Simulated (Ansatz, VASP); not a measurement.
**One calculation of Ir, two programs**

```
Ir
1.0
     0.00000    1.88971    1.88971
     1.88971    0.00000    1.88971
     1.88971    1.88971    0.00000
Ir
1
Direct
  0.00000 0.00000 0.00000
```

Alike in both runs: task single point; functional r2SCANh; k mesh 6 × 6 × 6; occupations fermi-dirac, width 0.05 eV; no spin polarisation.

|  | VASP | Ansatz |
| --- | --- | --- |
| version | VASP 6.6.1 | Ansatz 0.2.0 |
| potentials or method | VASP PAW PBE potentials, release 64 (Ir) | Ansatz PAW |
| plane-wave cutoff (eV) | 520 | 500 |
| valence electrons in the cell | 9 | 17 |

|  | VASP | Ansatz | Ansatz less VASP |
| --- | --- | --- | --- |
| gap on the k mesh at the Fermi level (eV) | none | none | - |
| pressure (GPa) | 21.7 | 18.2 | -3.48 |

VASP's potentials were made for PBE, not for r2SCANh. A gap of «none» marks a metal or a gap that the smearing closes. The functional is the same, so the differences come from potentials, cutoffs and numerics. VASP's potentials hold 9 valence electrons a cell and Ansatz's 17, so a difference there can come from the potentials and not from the codes.

The k mesh is coarse, so the values compare programs but aren't converged. Neither program's run includes spin-orbit coupling.
